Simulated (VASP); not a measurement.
Write the native input for VASP 6.6.1 that does the following.

```
Task                   : single point
Functional             : LDA
Potentials or basis    : VASP PAW LDA potentials, release 64 (Se)
Cutoff                 : 520 eV
k mesh                 : 13 × 13 × 13
Occupations            : fermi-dirac, width 0.1 eV
Spin                   : no spin polarisation
Dipole correction      : no
Further INCAR settings : ALGO = Normal; EDIFF = 1e-07; NBANDS = 9
```

The structure of Se lies in POSCAR:

```
Se
1.0
    2.8059176126      0.0000000000      0.0000000000
    0.0000000000      2.8059176126      0.0000000000
    0.0000000000      0.0000000000      2.8059176126
Se
1
Direct
    0.0000000000      0.0000000000      0.0000000000
```

This cell differs from its parent crystal: volume scaled by 1.04.

One way to write it, as run:

INCAR

```
  PREC = Accurate
  ENCUT = 520
  EDIFF = 1E-7
  ISMEAR = -1
  SIGMA = 0.1
  LREAL = False
  LASPH = True
  NELM = 80
  ALGO = Normal
  ISIF = 2
  LWAVE = False
  LCHARG = True
  LELF = True
  LVHAR = True
  NBANDS = 9
```

KPOINTS

```
Automatic mesh
0
Gamma
  13 13 13
```

Potentials or basis: VASP PAW LDA potentials, release 64 (Se).

Run with:

```bash
$ cat potpaw_LDA.64/Se/POTCAR > POTCAR
$ mpirun -np 1 vasp_std > vasp.out
```

It gave:

```json
{"Pressure": "-2.9 GPa", "Band gap on the k mesh": "zero (band 3 reaches 7.85 eV, above the bottom of band 4 at 1.67 eV)"}
```

Run time: 5.7 s on 1 thread of Intel(R) Xeon(R) Platinum 8488C (Sapphire Rapids), with other jobs on the host, peak memory 0.13 GiB.
